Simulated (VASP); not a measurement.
# Si2Ni: single point with PBE

The system is Si2Ni.

```xyz
3
Lattice="0.0000 2.6676 2.6676 2.6676 0.0000 2.6676 2.6676 2.6676 0.0000" Properties=species:S:1:pos:R:3 pbc="T T T"
Si    1.3338    1.3338    1.3338
Si    4.0014    4.0014    4.0014
Ni    0.0000    0.0000    0.0000
```

```json
{
  "Program": "VASP 6.6.1",
  "Task": "single point",
  "Functional": "PBE",
  "Potentials or basis": "VASP PAW PBE potentials, release 64 (Si, Ni)",
  "Cutoff": "520 eV",
  "k mesh": "14 × 14 × 14",
  "Occupations": "gaussian, width 0.15 eV",
  "Spin": "collinear spin, ferromagnetic start",
  "Starting moments": "[0.0, 0.0, 0.375] μB",
  "Fixed moment": "0.375 μB",
  "Dipole correction": "no",
  "Further INCAR settings": "ALGO = Normal; EDIFF = 1e-07; NBANDS = 20"
}
```

| Property | Result |
| --- | --- |
| Pressure | 10.5 GPa |
| Net moment | 0.38 μB per cell |
| Site moments | Si +0.05; Ni +0.19 μB |
| Valence electrons inside the program's atomic spheres | Si 1.61; Ni 9.91 |

Run time: 64 s on 1 thread of Intel(R) Xeon(R) 6975P-C (Granite Rapids), on a shared host, peak memory 0.25 GiB.

Caveat: the cell stands under pressure; the total moment is fixed, so each spin has its own Fermi level.
